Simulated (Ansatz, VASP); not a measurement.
W: VASP beside Ansatz

INCAR

```
SYSTEM = W
PREC = Accurate ; ENCUT = 520
EDIFF = 1E-6 ; ISMEAR = -1
SIGMA = 0.1 ; LREAL = .False.
LASPH = .True. ; NELM = 60
ALGO = Normal ; ISIF = 2
LWAVE = .False. ; LCHARG = .False.
GGA = RE ; NBANDS = 13
```

The input KPOINTS:

```
Automatic mesh
0
Gamma
  15 15 15
  0 0 0
```

File POSCAR:

```
W
1.0
    0.0000000000      2.1031672736      2.1031672736
    2.1031672736      0.0000000000      2.1031672736
    2.1031672736      2.1031672736      0.0000000000
W
1
Direct
    0.0000000000      0.0000000000      0.0000000000
```

Input for Ansatz:

```yaml
crystal:
  lattice:
    - [0.0, 2.1031672736, 2.1031672736]
    - [2.1031672736, 0.0, 2.1031672736]
    - [2.1031672736, 2.1031672736, 0.0]
  atoms:
    - { symbol: W, position: [0.0, 0.0, 0.0] }
hamiltonian:
  xc: revpbe
  pseudopotentials:
    kind: paw
    azcp:
      W: "pseudopotentials/W.paw.azcp"
basis:
  ecutwfc: 420
  fft_grid_basis: typed
kpoints:
  mp_grid: { grid: [15, 15, 15], shift: [0, 0, 0] }
magnetization:
  spin_polarized: false
scf:
  occupations: { method: fermi_dirac, width: 0.1 }
  lower_state_search: "off"
output:
  stress: true
  write_density: true
  write_potential: true
  elf: true
  volumetric_format: npy
```

Alike in both runs: task single point; functional revPBE; k mesh 15 × 15 × 15; occupations fermi-dirac, width 0.1 eV; no spin polarisation.

```csv
,VASP,Ansatz
version,VASP 6.6.1,Ansatz 0.2.0
potentials or method,"VASP PAW PBE potentials, release 64 (W_sv), cutoff 520 eV","plane waves (420 eV) with PAW, scalar-relativistic"
valence electrons in the cell,14,14
```

VASP gave:

```
pressure (GPa) : -24.7
```

Problem. Estimate Ansatz's values.

Solution. Pressure (GPa): -24.9.

VASP's potentials were made for PBE, not for revPBE.

Neither program's run includes spin-orbit coupling.
